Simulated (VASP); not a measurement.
FeGe, 6 atoms in the cell. It takes space group P6/mmm (No. 191, hexagonal). Conventional cell: a = 4.927 Å, b = 4.927 Å, c = 3.861 Å, α = 90.00°, β = 90.00°, γ = 120.00°. Within 3.2 Å of Fe (site symmetry mmm) lie 6 Ge at 2.40 to 2.46 Å and 4 Fe at 2.46 Å. Ge (site symmetry 6/mmm) has 6 Fe at 2.46 Å within 3.3 Å. Within 3.2 Å of Ge (site symmetry -6m2) lie 6 Fe at 2.40 Å and 3 Ge at 2.84 Å. 

```yaml
Program: VASP 6.6.1
Task: single point
Functional: PBE
Potentials_or_basis: VASP PAW PBE potentials, release 64 (Fe, Ge_d)
Cutoff: 520 eV
k_mesh: 10 × 10 × 10
Occupations: gaussian, width 0.05 eV
Spin: no spin polarisation
Dipole_correction: no
Further_INCAR_settings: ALGO = Normal; EDIFF = 1e-06; NBANDS = 42
```

Potentials or basis: VASP PAW PBE potentials, release 64 (Fe, Ge_d).

Launch:

```sh
$ cat potpaw_PBE.64/Fe/POTCAR potpaw_PBE.64/Ge_d/POTCAR > POTCAR
$ mpirun -np 1 vasp_std > vasp.out
```

Hardware: 1 thread of Intel Xeon 8259CL, with other jobs on the host.

Task: Estimate the wall time of this run.

Result: Run time: 8.3 min on 1 thread of Intel Xeon 8259CL (shared host), peak memory 0.37 GiB. Counts: scf iterations 14, k points 84.
